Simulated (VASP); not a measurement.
A run of VASP 6.6.1 is set up as follows.

The input POSCAR:

```
Ga
1.0
    0.0000000000      2.1190890548      2.1190890548
    2.1190890548      0.0000000000      2.1190890548
    2.1190890548      2.1190890548      0.0000000000
Ga
1
Direct
    0.0000000000      0.0000000000      0.0000000000
```

File INCAR.step1:

```
SYSTEM = Ga
ALGO = Normal ; EDIFF = 1E-4
ENCUT = 520 ; GGA = PE
ISMEAR = 0 ; LASPH = .True.
LCHARG = .False. ; LREAL = .False.
LWAVE = .True. ; NBANDS = 12
NELM = 80 ; PREC = Accurate
SIGMA = 0.05
```

The input INCAR.step2:

```
SYSTEM = Ga
ALGO = Normal ; EDIFF = 1E-7
ENCUT = 520 ; ISIF = 2
ISMEAR = 0 ; ISTART = 1
LASPH = .True. ; LCHARG = .False.
LMIXTAU = .True. ; LREAL = .False.
LWAVE = .False. ; METAGGA = R2SCAN
NBANDS = 12 ; NELM = 80
PREC = Accurate ; SIGMA = 0.05
```

Contents of KPOINTS:

```
k-points
0
Gamma
  18 18 18
  0 0 0
```

Potentials or basis: VASP PAW PBE potentials, release 64 (Ga_d).

The run is started by

```sh
$ cat potpaw_PBE.64/Ga_d/POTCAR > POTCAR
$ cp INCAR.step1 INCAR
$ mpirun -np 1 vasp_std > vasp.out
$ cp INCAR.step2 INCAR
$ mpirun -np 1 vasp_std > vasp.out
```

**Question.** Predict the pressure.

**Answer.** -2.9 GPa.

Caveat: the PAW data sets were made with another functional, which shifts forces and pressure a little.
